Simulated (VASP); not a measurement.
Sr3Zn: single point with PBE

The system is Sr3Zn.

```
Sr Zn
1.0
     5.58742    0.00000    0.00000
     0.00000    5.58742    0.00000
     0.00000    0.00000    5.58742
Sr Zn
3 1
Cartesian
  0.0000 2.7937 2.7937
  2.7937 2.7937 0.0000
  2.7937 0.0000 2.7937
  0.0000 0.0000 0.0000
```

```
Program             : VASP 6.6.1
Task                : single point
Functional          : PBE
Potentials or basis : VASP PAW PBE potentials, release 64 (Sr_sv, Zn)
Cutoff              : 520 eV
k mesh              : 5 × 5 × 5
Occupations         : fermi-dirac, width 0.05 eV
Spin                : no spin polarisation
```

| Item | Value |
| --- | --- |
| Pressure | -0.7 GPa |
| Band gap on the k mesh | zero (bands 21 and 22 overlap by 0.44 eV) |

Levels at points of the mesh, in eV from the Fermi level:
| k point | band 17 | band 18 | band 19 | band 20 | band 21 | band 22 | band 23 | band 24 | band 25 | band 26 |
| --- | --- | --- | --- | --- | --- | --- | --- | --- | --- | --- |
| (0.00, 0.00, 0.00) | -6.77 | -4.64 | -1.66 | 0.14 | 0.14 | 0.79 | 0.79 | 0.79 | 0.97 | 0.97 |

Wall time 60 s on 1 thread of Intel(R) Xeon(R) Platinum 8259CL CPU @ 2.50GHz (Skylake/Cascade Lake), with other jobs on the host, peak memory 0.27 GiB.
